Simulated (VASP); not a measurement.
# Au (Fm-3m) in VASP: further runs, part 2 of 2

VASP 6.6.1. The steps go on from the part before.

## (3) Single point, r2SCAN

Input file POSCAR:

```
Au
1.0
    0.0000000000      2.0615246536      2.0615246536
    2.0615246536      0.0000000000      2.0615246536
    2.0615246536      2.0615246536      0.0000000000
Au
1
Direct
    0.0000000000      0.0000000000      0.0000000000
```

Input file INCAR.step1:

```
PREC = Accurate
ENCUT = 520
ISMEAR = 0
SIGMA = 0.01
LREAL = False
LASPH = True
NELM = 100
NBANDS = 12
GGA = PE
ALGO = Normal
EDIFF = 1E-4
LWAVE = True
LCHARG = False
```

Input file INCAR.step2:

```
PREC = Accurate
ENCUT = 520
EDIFF = 1E-7
ISMEAR = 0
SIGMA = 0.01
LREAL = False
LASPH = True
NELM = 100
ALGO = Normal
ISIF = 2
LWAVE = False
LCHARG = False
METAGGA = R2SCAN
LMIXTAU = True
NBANDS = 12
ISTART = 1
```

Input file KPOINTS:

```
Automatic mesh
0
Gamma
  13 13 13
```

Potentials or basis: VASP PAW PBE potentials, release 64 (Au).

Command:

```sh
$ cat potpaw_PBE.64/Au/POTCAR > POTCAR
$ cp INCAR.step1 INCAR
$ mpirun -np 1 vasp_std > vasp.out
$ cp INCAR.step2 INCAR
$ mpirun -np 1 vasp_std > vasp.out
```

OUTCAR:

```text
PREC = Accurate
   ENCUT = 520
   EDIFF = 1E-7
   ISMEAR = 0
   LREAL = False
   LASPH = True
   NELM = 100
   ISIF = 2
   METAGGA = R2SCAN
   ISTART = 1

 ion  position               nearest neighbor table
   1  0.000  0.000  0.000-

  LATTYP: Found a face centered cubic cell.
 ALAT       =     4.1230493072

  Lattice vectors:

 A1 = (   0.0000000000,   2.0615246536,   2.0615246536)
 A2 = (   2.0615246536,   0.0000000000,   2.0615246536)
 A3 = (   2.0615246536,   2.0615246536,   0.0000000000)

Analysis of symmetry for initial positions (statically):
=====================================================================
 Subroutine PRICEL returns:
 Original cell was already a primitive cell.

 Routine SETGRP: Setting up the symmetry group for a
 face centered cubic supercell.

 Subroutine GETGRP returns: Found 48 space group operations
 (whereof 48 operations were pure point group operations)
 out of a pool of 48 trial point group operations.

The static configuration has the point symmetry O_h .

Analysis of symmetry for dynamics (positions and initial velocities):
=====================================================================
 Subroutine PRICEL returns:
 Original cell was already a primitive cell.

 Routine SETGRP: Setting up the symmetry group for a
 face centered cubic supercell.

 Subroutine GETGRP returns: Found 48 space group operations
 (whereof 48 operations were pure point group operations)
 out of a pool of 48 trial point group operations.

The dynamic configuration has the point symmetry O_h .

 Subroutine INISYM returns: Found 48 space group operations
 (whereof 48 operations are pure point group operations),
 and found     1 'primitive' translations

----------------------------------------------------------------------------------------

                                     Primitive cell

  volume of cell :      17.5225

[... 113 lines left out ...]
   AEXX    =    0.0000 exact exchange contribution
   IVDW    =     0    specifies the selected vdW correction
   LEPSILON=     F    determine dielectric tensor
   LRPA    =     F    only Hartree local field effects (RPA)
 non-spin polarized calculation
 Gauss-broadening in eV      SIGMA  =   0.01
  energy-cutoff  :      520.00
  volume of cell :       17.52
 maximum number of plane-waves:       495
 NGX is ok and might be reduce to    24
   NGX = 11   NGY = 11   NGZ = 11

 number of electron      11.0000001 magnetization

 Free energy of the ion-electron system (eV)
  ---------------------------------------------------
  ext. energy  EPLUGINS =         0.00000000
  ---------------------------------------------------
  free energy    TOTEN  =       -50.59580232 eV

  energy without entropy =      -50.59579458  energy(sigma->0) =      -50.59579845

 E-fermi :   8.9772     XC(G=0): -13.4365

 val. band max:        8.9628238502   @ k =  -0.4615   0.0769   0.0000
 cond. band min:       9.0427603977   @ k =   0.4615   0.3846   0.0000
 fundamental gap:      0.0799365475
 Fermi energy:         8.9772265009

 k-point     1 :       0.0000    0.0000    0.0000
  band No.  band energies     occupation
      1      -0.9234      2.00000
      2       4.0668      2.00000
      3       4.0668      2.00000
      4       4.0668      2.00000
      5       5.5249      2.00000
      6       5.5249      2.00000
      7      24.2197      0.00000
      8      28.1468      0.00000
      9      28.1468      0.00000
     10      28.1468      0.00000
     11      33.3307      0.00000
     12      37.4851      0.00000
[... 331 lines left out ...]
 k-point    24 :       0.4615    0.1538    0.0000
  band No.  band energies     occupation
      1       2.0563      2.00000
      2       3.7749      2.00000
      3       4.5634      2.00000
      4       4.6359      2.00000
      5       6.7496      2.00000
      6       8.5535      2.00000
      7      14.2502      0.00000
      8      23.6707      0.00000
      9      24.6698      0.00000
     10      25.6272      0.00000
     11      34.6428      0.00000
     12      35.4038      0.00000

 [... further k-points ...]

------------------------ aborting loop because EDIFF is reached ----------------------------------------

  FORCE on cell =-STRESS in cart. coord.  units (eV):
  Direction    XX          YY          ZZ          XY          YZ          ZX
  --------------------------------------------------------------------------------------
  -------------------------------------------------------------------------------------
  Total        0.0082163      0.0082163      0.0082163      0.0000000      0.0000000     -0.0000000
  in kB        0.7512640      0.7512640      0.7512640      0.0000000      0.0000000     -0.0000000
  external PRESSURE =       0.7512640 kB  Pullay stress =       0.0000000 kB

 VOLUME and BASIS-vectors are now :
 -----------------------------------------------------------------------------
  energy-cutoff  :      520.00
  volume of cell :       17.52
      direct lattice vectors                 reciprocal lattice vectors
     0.000000000  2.061524654  2.061524654    -0.242538938  0.242538938  0.242538938
     2.061524654  0.000000000  2.061524654     0.242538938 -0.242538938  0.242538938
     2.061524654  2.061524654  0.000000000     0.242538938  0.242538938 -0.242538938

 POSITION                                       TOTAL-FORCE (eV/Angst)
 -----------------------------------------------------------------------------------
      0.00000      0.00000      0.00000         0.000000      0.000000      0.000000
 -----------------------------------------------------------------------------------
    total drift:                               -0.000000      0.000000     -0.000000

  FREE ENERGIE OF THE ION-ELECTRON SYSTEM (eV)
  ---------------------------------------------------
  free  energy   TOTEN  =       -50.5958023200 eV

  energy  without entropy=      -50.5957945764  energy(sigma->0) =      -50.59579845
```

OUTCAR.step1:

```text
PREC = Accurate
   ENCUT = 520
   ISMEAR = 0
   LREAL = False
   LASPH = True
   NELM = 100
[... 575 lines left out ...]

 POSITION                                       TOTAL-FORCE (eV/Angst)
 -----------------------------------------------------------------------------------
      0.00000      0.00000      0.00000        -0.000000     -0.000000     -0.000000
 -----------------------------------------------------------------------------------
    total drift:                               -0.000000      0.000000     -0.000000

  FREE ENERGIE OF THE ION-ELECTRON SYSTEM (eV)
  ---------------------------------------------------
  free  energy   TOTEN  =        -3.2173787409 eV

  energy  without entropy=       -3.2173709976  energy(sigma->0) =       -3.21737487
```

OSZICAR.step1:

```text
N       E                     dE             d eps       ncg     rms          rms(c)
DAV:   1     0.493518782778E+02    0.49352E+02   -0.55541E+03  2072   0.815E+02
DAV:   2    -0.278030323200E+01   -0.52132E+02   -0.49216E+02  2324   0.184E+02
DAV:   3    -0.348292771153E+01   -0.70262E+00   -0.70219E+00  2448   0.207E+01
DAV:   4    -0.348531894079E+01   -0.23912E-02   -0.23911E-02  2416   0.140E+00
DAV:   5    -0.348533716612E+01   -0.18225E-04   -0.18225E-04  2436   0.117E-01    0.858E+00
DAV:   6    -0.323654952554E+01    0.24879E+00   -0.67578E-01  2220   0.664E+00    0.553E+00
DAV:   7    -0.321939453438E+01    0.17155E-01   -0.59033E-02  2396   0.198E+00    0.270E+00
DAV:   8    -0.321739037182E+01    0.20042E-02   -0.12730E-03  2252   0.300E-01    0.240E-01
DAV:   9    -0.321737874091E+01    0.11631E-04   -0.77880E-06  1460   0.246E-02
   1 F= -.32173787E+01 E0= -.32173749E+01  d E =-.774336E-05
```

Wall time 2.8 min (1 thread of AMD EPYC 7R13, shared host); peak memory 0.12 GiB.

Results:

```yaml
Free_energy: -50.5958 eV
Pressure: 0.1 GPa
```

Caveat: the PAW data sets were made with another functional, which shifts forces and pressure a little; spin-orbit coupling is left out, which moves the levels of the heavy elements.
